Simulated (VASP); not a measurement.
A run of VASP 6.6.1 is set up as follows.

Contents of INCAR:

```
PREC = Accurate ; ENCUT = 520
EDIFF = 1E-7 ; ISMEAR = 0
SIGMA = 0.02 ; LREAL = False
LASPH = True ; NELM = 60
ALGO = Normal ; ISIF = 2
LWAVE = False ; LCHARG = False
GGA = PE ; NBANDS = 50
NELECT = 82.0
```

KPOINTS

```
Automatic mesh
0
Gamma
  3 3 3
```

Contents of POSCAR:

```
In5P3
1.0
    0.0000000000      0.0000000000     -5.9597880294
    0.0000000000     -5.9597880294      0.0000000000
   -5.9597880294      0.0000000000      0.0000000000
In P
5 3
Direct
    0.9958857343      0.9958857343      1.0041142657
   -0.0041142657      0.5041142657      0.4958857343
    0.5041142657     -0.0041142657      0.4958857343
    0.5041142657      0.5041142657      1.0041142657
    0.2500000000      0.2500000000      0.7500000000
    0.2500000000      0.7500000000      0.2500000000
    0.7500000000      0.2500000000      0.2500000000
    0.7500000000      0.7500000000      0.7500000000
```

Potentials or basis: VASP PAW PBE potentials, release 64 (In_d, P).

Command:

```bash
$ cat potpaw_PBE.64/In_d/POTCAR potpaw_PBE.64/P/POTCAR > POTCAR
$ mpirun -np 1 vasp_std > vasp.out
```

(1) Estimate the largest force.

Results:

(1) 0.005 eV/Å.

Caveat: the cell carries a net charge on a neutralising background, which shifts energy and pressure.
